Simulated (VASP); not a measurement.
# RbBr in VASP: notebook, part 2 of 2

VASP 6.6.1.

### Step 4. Single point, PBE (shear xy strain -1.6%)

The input, INCAR:

```
SYSTEM = RbBr
PREC = Accurate ; ENCUT = 520
EDIFF = 1E-7 ; ISMEAR = -1
SIGMA = 0.02 ; LREAL = .FALSE.
LASPH = .TRUE. ; NELM = 80
ALGO = Normal ; ISIF = 2
LWAVE = .FALSE. ; LCHARG = .TRUE.
GGA = PE ; LELF = .TRUE.
LVHAR = .TRUE. ; NBANDS = 15
```

The input, KPOINTS:

```
regular mesh
0
G
  6 6 6
  0 0 0
```

The input, POSCAR:

```
RbBr
1.0
   -0.0301820755      3.8694968646      3.8694968646
    3.8694968646     -0.0301820755      3.8694968646
    3.8393147891      3.8393147891      0.0000000000
Rb Br
1 1
Direct
   -0.0017503493     -0.0017503493      0.0017503493
    0.2517503493      0.2517503493      0.2482496507
```

Potentials or basis: VASP PAW PBE potentials, release 64 (Rb_sv, Br).

Started as:

```
> cat potpaw_PBE.64/Rb_sv/POTCAR potpaw_PBE.64/Br/POTCAR > POTCAR
> mpirun -np 1 vasp_std > vasp.out
```

OUTCAR:

```text
SYSTEM = RbBr
   PREC = Accurate
   ENCUT = 520
   EDIFF = 1E-7
   ISMEAR = -1
   LREAL = .FALSE.
   LASPH = .TRUE.
   NELM = 80
   ISIF = 2
   GGA = PE

 ion  position               nearest neighbor table
   1  0.998  0.998  0.002-   2 3.35   2 3.35   2 3.35   2 3.35
   2  0.252  0.252  0.248-   1 3.35   1 3.35   1 3.35   1 3.35

  LATTYP: Found a body centered orthorhombic cell.
 ALAT       =     5.4296110450
 B/A-ratio  =     1.0157226365
 C/A-ratio  =     1.4253311453

  Lattice vectors:

 A1 = (   0.0301820755,  -3.8694968646,  -3.8694968646)
 A2 = (  -0.0301820755,   3.8694968646,  -3.8694968646)
 A3 = (   3.8694968646,  -0.0301820755,   3.8694968646)

Analysis of symmetry for initial positions (statically):
=====================================================================
 Subroutine PRICEL returns:
 Original cell was already a primitive cell.

 Routine SETGRP: Setting up the symmetry group for a
 body centered orthorhombic supercell.

 Subroutine GETGRP returns: Found  4 space group operations
[... 169 lines left out ...]
 fundamental gap:      4.0670382464
 Fermi energy:        -2.6150066501

 k-point     1 :       0.0000    0.0000    0.0000
  band No.  band energies     occupation
      1     -27.6701      2.00000
      2     -14.9548      2.00000
      3     -11.7778      2.00000
      4     -11.7770      2.00000
      5     -11.7763      2.00000
      6      -3.1767      2.00000
      7      -3.1685      2.00000
      8      -3.1597      2.00000
      9       0.9940      0.00000
     10       5.0759      0.00000
     11       5.0785      0.00000
     12       6.0255      0.00000
     13       6.0429      0.00000
     14       6.0597      0.00000
[... 401 lines left out ...]
      2     -15.0088      2.00000
      3     -11.8118      2.00000
      4     -11.8020      2.00000
      5     -11.6896      2.00000
      6      -3.4183      2.00000
      7      -3.1202      2.00000
      8      -3.0978      2.00000
      9       2.9184      0.00000
     10       3.6403      0.00000
     11       4.8396      0.00000
     12       5.4649      0.00000
     13       6.2752      0.00000
     14       6.4176      0.00000
     15       6.4472      0.00000

 [... further k-points ...]
[... 5 lines left out ...]
  --------------------------------------------------------------------------------------
  -------------------------------------------------------------------------------------
  Total        0.1360058      0.1360058      0.1354605      0.0212660      0.0000000      0.0000000
  in kB        1.8806195      1.8806195      1.8730798      0.2940559      0.0000000      0.0000000
  external PRESSURE =       1.8781063 kB  Pullay stress =       0.0000000 kB

 VOLUME and BASIS-vectors are now :
 -----------------------------------------------------------------------------
  energy-cutoff  :      520.00
  volume of cell :      115.87
      direct lattice vectors                 reciprocal lattice vectors
    -0.030182075  3.869496865  3.869496865    -0.128215683  0.128215683  0.129215766
     3.869496865 -0.030182075  3.869496865     0.128215683 -0.128215683  0.129215766
     3.839314789  3.839314789  0.000000000     0.130231572  0.130231572 -0.129215766

 POSITION                                       TOTAL-FORCE (eV/Angst)
 -----------------------------------------------------------------------------------
      3.83931      3.83931      7.72545        -0.000000     -0.000000     -0.000954
      1.91966      1.91966      1.94829         0.000000      0.000000      0.000954
 -----------------------------------------------------------------------------------
    total drift:                               -0.000003     -0.000003      0.000097

  FREE ENERGIE OF THE ION-ELECTRON SYSTEM (eV)
  ---------------------------------------------------
  free  energy   TOTEN  =        -5.9273588440 eV

  energy  without entropy=       -5.9273588439  energy(sigma->0) =       -5.92735884
```

OSZICAR:

```text
N       E                     dE             d eps       ncg     rms          rms(c)
DAV:   1     0.927249135761E+02    0.92725E+02   -0.60251E+03  1380   0.863E+02
DAV:   2     0.234546373113E+01   -0.90379E+02   -0.82357E+02  1884   0.157E+02
DAV:   3    -0.604241763526E+01   -0.83879E+01   -0.83431E+01  1905   0.506E+01
DAV:   4    -0.632175681054E+01   -0.27934E+00   -0.27928E+00  2149   0.861E+00
DAV:   5    -0.632359176452E+01   -0.18350E-02   -0.18349E-02  1891   0.741E-01    0.285E+00
DAV:   6    -0.595246124073E+01    0.37113E+00   -0.46318E-01  1793   0.271E+00    0.186E+00
DAV:   7    -0.590044497257E+01    0.52016E-01   -0.23506E-01  1849   0.198E+00    0.961E-01
DAV:   8    -0.592247807135E+01   -0.22033E-01   -0.24412E-02  1735   0.819E-01    0.151E-01
DAV:   9    -0.592565838803E+01   -0.31803E-02   -0.34014E-03  1506   0.267E-01    0.119E-01
DAV:  10    -0.592731274503E+01   -0.16544E-02   -0.10621E-03  1394   0.204E-01    0.223E-02
DAV:  11    -0.592734645768E+01   -0.33713E-04   -0.10518E-04  1772   0.536E-02    0.929E-03
DAV:  12    -0.592735855644E+01   -0.12099E-04   -0.22849E-05  1408   0.354E-02    0.254E-03
DAV:  13    -0.592735879061E+01   -0.23418E-06   -0.52904E-07  2035   0.457E-03    0.184E-03
DAV:  14    -0.592735884396E+01   -0.53344E-07   -0.25797E-07  1478   0.306E-03
   1 F= -.59273588E+01 E0= -.59273588E+01  d E =-.292816E-10
```

stdout:

```text
POSCAR found type information on POSCAR RbBr
 POSCAR found :  2 types and       2 ions
 scaLAPACK will be used
 LDA part: xc-table for (Slater+PW92), standard interpolation
 POSCAR, INCAR and KPOINTS ok, starting setup
 FFT: planning ... GRIDC
 FFT: planning ... GRID_SOFT
 FFT: planning ... GRID
 WAVECAR not read
 entering main loop
```

Wall time 41 s (1 thread of Intel Xeon 6975P-C (Granite Rapids), shared host); peak memory 0.29 GiB.

What came out:

```
Free energy            : -5.9274 eV
Pressure               : 0.2 GPa
Band gap on the k mesh : 4.07 eV, indirect (least direct gap 4.15 eV)
```

Caveat: the cell differs from its parent crystal (shear xy strain -1.6%). A k mesh can miss the band edges.

### Step 5. Single point, r2SCAN (uniaxial x strain +2.3%)

The input, POSCAR:

```
RbBr
1.0
    0.0000000000      3.8694968646      3.8694968646
    3.9569474938      0.0000000000      3.8694968646
    3.9569474938      3.8694968646      0.0000000000
Rb Br
1 1
Direct
    0.0000000000      0.0000000000      0.0000000000
    0.2500000000      0.2500000000      0.2500000000
```

The input, INCAR.step1:

```
SYSTEM = RbBr
PREC = Accurate
ENCUT = 520
ISMEAR = 0
SIGMA = 0.01
LREAL = .False.
LASPH = .True.
NELM = 100
NBANDS = 15
GGA = PE
ALGO = Normal
EDIFF = 1E-4
LWAVE = .True.
LCHARG = .False.
```

The input, INCAR.step2:

```
SYSTEM = RbBr
PREC = Accurate
ENCUT = 520
EDIFF = 1E-7
ISMEAR = 0
SIGMA = 0.01
LREAL = .False.
LASPH = .True.
NELM = 100
ALGO = Normal
ISIF = 2
LWAVE = .False.
LCHARG = .False.
METAGGA = R2SCAN
LMIXTAU = .True.
NBANDS = 15
ISTART = 1
```

The input, KPOINTS:

```
regular mesh
0
Gamma
  6 6 6
  0 0 0
```

Potentials or basis: VASP PAW PBE potentials, release 64 (Rb_sv, Br).

Started as:

```
> cat potpaw_PBE.64/Rb_sv/POTCAR potpaw_PBE.64/Br/POTCAR > POTCAR
> cp INCAR.step1 INCAR
> mpirun -np 1 vasp_std > vasp.out
> cp INCAR.step2 INCAR
> mpirun -np 1 vasp_std > vasp.out
```

OUTCAR:

```text
SYSTEM = RbBr
   PREC = Accurate
   ENCUT = 520
   EDIFF = 1E-7
   ISMEAR = 0
   LREAL = .False.
   LASPH = .True.
   NELM = 100
   ISIF = 2
   METAGGA = R2SCAN
   ISTART = 1

 ion  position               nearest neighbor table
   1  0.000  0.000  0.000-   2 3.38   2 3.38   2 3.38   2 3.38
   2  0.250  0.250  0.250-   1 3.38   1 3.38   1 3.38   1 3.38

  LATTYP: Found a body centered tetragonal cell.
 ALAT       =     5.4722949455
 C/A-ratio  =     1.4461747889

  Lattice vectors:

 A1 = (   3.9569474938,   0.0000000000,   3.8694968646)
 A2 = (   3.9569474938,   0.0000000000,  -3.8694968646)
 A3 = (  -3.9569474938,   3.8694968646,   0.0000000000)

Analysis of symmetry for initial positions (statically):
=====================================================================
 Subroutine PRICEL returns:
 Original cell was already a primitive cell.

 Routine SETGRP: Setting up the symmetry group for a
 body centered tetragonal supercell.

 Subroutine GETGRP returns: Found  8 space group operations
 (whereof  8 operations were pure point group operations)
 out of a pool of 16 trial point group operations.

The static configuration has the point symmetry D_2d.

Analysis of symmetry for dynamics (positions and initial velocities):
=====================================================================
 Subroutine PRICEL returns:
 Original cell was already a primitive cell.

 Routine SETGRP: Setting up the symmetry group for a
 body centered tetragonal supercell.

 Subroutine GETGRP returns: Found  8 space group operations
 (whereof  8 operations were pure point group operations)
 out of a pool of 16 trial point group operations.

The dynamic configuration has the point symmetry D_2d.

 Subroutine INISYM returns: Found  8 space group operations
 (whereof  8 operations are pure point group operations),
 and found     1 'primitive' translations

----------------------------------------------------------------------------------------

                                     Primitive cell

  volume of cell :     118.4948

[... 113 lines left out ...]
   METAGGA = R2SCAN    functional components
   LHFCALC =     F    Hartree Fock is set to
   AEXX    =    0.0000 exact exchange contribution
   IVDW    =     0    specifies the selected vdW correction
   LEPSILON=     F    determine dielectric tensor
   LRPA    =     F    only Hartree local field effects (RPA)
 non-spin polarized calculation
 Gauss-broadening in eV      SIGMA  =   0.01
  energy-cutoff  :      520.00
  volume of cell :      118.49
 maximum number of plane-waves:      3218
 NGX is ok and might be reduce to    42
   NGX = 21   NGY = 21   NGZ = 21

 number of electron      16.0000000 magnetization

 Free energy of the ion-electron system (eV)
  ---------------------------------------------------
  ext. energy  EPLUGINS =         0.00000000
  ---------------------------------------------------
  free energy    TOTEN  =       -30.87762261 eV

  energy without entropy =      -30.87762261  energy(sigma->0) =      -30.87762261

 E-fermi :  -3.4356     XC(G=0):  -5.8698

 val. band max:       -3.4822787347   @ k =   0.0000   0.5000   0.5000
 cond. band min:       1.1344937099   @ k =   0.0000   0.0000   0.0000
 fundamental gap:      4.6167724447
 Fermi energy:        -3.4355599833

 k-point     1 :       0.0000    0.0000    0.0000
  band No.  band energies     occupation
      1     -28.9126      2.00000
      2     -15.7804      2.00000
      3     -12.4663      2.00000
      4     -12.4663      2.00000
      5     -12.4626      2.00000
      6      -3.5704      2.00000
      7      -3.5629      2.00000
      8      -3.5629      2.00000
      9       1.1345      0.00000
     10       5.2844      0.00000
     11       5.4419      0.00000
     12       6.2030      0.00000
     13       6.3285      0.00000
     14       6.3285      0.00000
[... 401 lines left out ...]
      2     -15.8298      2.00000
      3     -12.5028      2.00000
      4     -12.4841      2.00000
      5     -12.3827      2.00000
      6      -3.7140      2.00000
      7      -3.6071      2.00000
      8      -3.5078      2.00000
      9       3.1135      0.00000
     10       3.8043      0.00000
     11       4.9416      0.00000
     12       5.3841      0.00000
     13       6.5018      0.00000
     14       6.7280      0.00000
     15       7.2456      0.00000

 [... further k-points ...]
[... 5 lines left out ...]
  --------------------------------------------------------------------------------------
  -------------------------------------------------------------------------------------
  Total       -0.1398195     -0.1274977     -0.1274977      0.0000000      0.0000000      0.0000000
  in kB       -1.8905102     -1.7239062     -1.7239062      0.0000000      0.0000000      0.0000000
  external PRESSURE =      -1.7794409 kB  Pullay stress =       0.0000000 kB

 VOLUME and BASIS-vectors are now :
 -----------------------------------------------------------------------------
  energy-cutoff  :      520.00
  volume of cell :      118.49
      direct lattice vectors                 reciprocal lattice vectors
     0.000000000  3.869496865  3.869496865    -0.126360029  0.129215766  0.129215766
     3.956947494  0.000000000  3.869496865     0.126360029 -0.129215766  0.129215766
     3.956947494  3.869496865  0.000000000     0.126360029  0.129215766 -0.129215766

 POSITION                                       TOTAL-FORCE (eV/Angst)
 -----------------------------------------------------------------------------------
      0.00000      0.00000      0.00000         0.000000     -0.000000     -0.000000
      1.97847      1.93475      1.93475        -0.000000      0.000000      0.000000
 -----------------------------------------------------------------------------------
    total drift:                               -0.000000     -0.000000     -0.000000

  FREE ENERGIE OF THE ION-ELECTRON SYSTEM (eV)
  ---------------------------------------------------
  free  energy   TOTEN  =       -30.8776226058 eV

  energy  without entropy=      -30.8776226058  energy(sigma->0) =      -30.87762261
```

OUTCAR.step1:

```text
SYSTEM = RbBr
   PREC = Accurate
   ENCUT = 520
   ISMEAR = 0
   LREAL = .False.
   LASPH = .True.
[... 655 lines left out ...]
      0.00000      0.00000      0.00000        -0.000000      0.000000      0.000000
      1.97847      1.93475      1.93475         0.000000     -0.000000     -0.000000
 -----------------------------------------------------------------------------------
    total drift:                               -0.000000     -0.000000     -0.000000

  FREE ENERGIE OF THE ION-ELECTRON SYSTEM (eV)
  ---------------------------------------------------
  free  energy   TOTEN  =        -5.9289643481 eV

  energy  without entropy=       -5.9289643481  energy(sigma->0) =       -5.92896435
```

OSZICAR.step1:

```text
N       E                     dE             d eps       ncg     rms          rms(c)
DAV:   1     0.960648582461E+02    0.96065E+02   -0.59263E+03   900   0.854E+02
DAV:   2     0.296009548480E+01   -0.93105E+02   -0.85830E+02  1262   0.158E+02
DAV:   3    -0.604239155274E+01   -0.90025E+01   -0.89641E+01  1253   0.523E+01
DAV:   4    -0.633149882705E+01   -0.28911E+00   -0.28904E+00  1384   0.883E+00
DAV:   5    -0.633364401949E+01   -0.21452E-02   -0.21452E-02  1245   0.806E-01    0.278E+00
DAV:   6    -0.595607453105E+01    0.37757E+00   -0.47011E-01  1166   0.271E+00    0.180E+00
DAV:   7    -0.590183401952E+01    0.54241E-01   -0.23668E-01  1215   0.197E+00    0.944E-01
DAV:   8    -0.592393977110E+01   -0.22106E-01   -0.24284E-02  1132   0.821E-01    0.154E-01
DAV:   9    -0.592726978356E+01   -0.33300E-02   -0.36178E-03  1033   0.274E-01    0.121E-01
DAV:  10    -0.592892954978E+01   -0.16598E-02   -0.10546E-03   900   0.205E-01    0.233E-02
DAV:  11    -0.592896434810E+01   -0.34798E-04   -0.10091E-04   962   0.534E-02
   1 F= -.59289643E+01 E0= -.59289643E+01  d E =-.345883E-11
```

Run time: 2.2 min. Hardware: 1 thread of Intel Xeon 6975P-C (Granite Rapids), shared host; peak memory 0.3 GiB.

What came out:

* Free energy: -30.8776 eV
* Pressure: -0.2 GPa
* Band gap on the k mesh: 4.62 eV, indirect (least direct gap 4.70 eV)

Caveat: the cell differs from its parent crystal (uniaxial x strain +2.3%); the PAW data sets were made with another functional, which shifts forces and pressure a little.

### Step 6. Single point, r2SCAN (shear xy strain -1.6%)

The input, POSCAR:

```
RbBr
1.0
   -0.0301820755      3.8694968646      3.8694968646
    3.8694968646     -0.0301820755      3.8694968646
    3.8393147891      3.8393147891      0.0000000000
Rb Br
1 1
Direct
   -0.0017503493     -0.0017503493      0.0017503493
    0.2517503493      0.2517503493      0.2482496507
```

The input, INCAR.step1:

```
SYSTEM = RbBr
  PREC = Accurate
  ENCUT = 520
  ISMEAR = 0
  SIGMA = 0.01
  LREAL = .False.
  LASPH = .True.
  NELM = 60
  NBANDS = 15
  GGA = PE
  ALGO = Normal
  EDIFF = 1E-4
  LWAVE = .True.
  LCHARG = .False.
```

The input, INCAR.step2:

```
SYSTEM = RbBr
  PREC = Accurate
  ENCUT = 520
  EDIFF = 1E-6
  ISMEAR = 0
  SIGMA = 0.01
  LREAL = .False.
  LASPH = .True.
  NELM = 60
  ALGO = Normal
  ISIF = 2
  LWAVE = .False.
  LCHARG = .False.
  METAGGA = R2SCAN
  LMIXTAU = .True.
  NBANDS = 15
  ISTART = 1
```

The input, KPOINTS:

```
Automatic mesh
0
Gamma
  6 6 6
  0 0 0
```

Potentials or basis: VASP PAW PBE potentials, release 64 (Rb_sv, Br).

Started as:

```
> cat potpaw_PBE.64/Rb_sv/POTCAR potpaw_PBE.64/Br/POTCAR > POTCAR
> cp INCAR.step1 INCAR
> mpirun -np 1 vasp_std > vasp.out
> cp INCAR.step2 INCAR
> mpirun -np 1 vasp_std > vasp.out
```

It took 2.6 min on 1 thread of Intel Xeon 6975P-C (Granite Rapids), shared host; peak memory 0.32 GiB.

The run converged. Its results:

- Free energy: -30.8789 eV
- Pressure: 0.0 GPa
- Band gap on the k mesh: 4.64 eV, indirect (least direct gap 4.73 eV)

Levels at points of the mesh, in eV from the valence-band top:
```
           k point  band 4  band 5  band 6  band 7  band 8  band 9  band 10  band 11  band 12  band 13
(0.00, 0.00, 0.00)   -8.93   -8.93   -0.10   -0.09   -0.08    4.64     8.88     8.88     9.82     9.83
(0.50, 0.00, 0.00)   -8.94   -8.88   -0.29   -0.05   -0.04    6.93     6.94     8.42     8.53     9.93
(0.50, 0.50, 0.00)   -8.96   -8.84   -0.38   -0.01    0.00    6.39     7.28     9.37     9.78     9.79
(0.00, 0.00, 0.50)   -8.94   -8.88   -0.28   -0.05   -0.05    6.95     6.97     8.40     8.52     9.97
(0.50, 0.00, 0.50)   -8.96   -8.84   -0.38   -0.01   -0.01    6.39     7.28     9.37     9.76     9.80
```

Caveat: the cell differs from its parent crystal (shear xy strain -1.6%); the PAW data sets were made with another functional, which shifts forces and pressure a little.

### Step 7. Summary

```tsv
level	cell	smearing	gap on the mesh (eV)	pressure (GPa)
PBE	a = 5.472, b = 5.534, c = 5.534 Å, angles 59.3, 60.4, 60.4°, 2 atoms	fermi-dirac 0.02 eV	4.04	0.0
PBE	a = 5.485 Å, angles 59.4°, 2 atoms	fermi-dirac 0.02 eV	4.08	0.3
PBE	a = 5.472, b = 5.472, c = 5.430 Å, angles 60.3, 60.3, 60.5°, 2 atoms	fermi-dirac 0.02 eV	4.07	0.2
r2SCAN	a = 5.472, b = 5.534, c = 5.534 Å, angles 59.3, 60.4, 60.4°, 2 atoms	gaussian 0.01 eV	4.62	-0.2
r2SCAN	a = 5.472, b = 5.472, c = 5.430 Å, angles 60.3, 60.3, 60.5°, 2 atoms	gaussian 0.01 eV	4.64	0.0
```

Alike in all rows: task single point; potentials or basis VASP PAW PBE potentials, release 64 (Rb_sv, Br); no spin polarisation; k mesh 6 × 6 × 6; cutoff (eV) 520.

Caveats: the PAW data sets were made with another functional, which shifts forces and pressure a little (some runs).

Absolute energies hang on the potentials; compare differences alone.
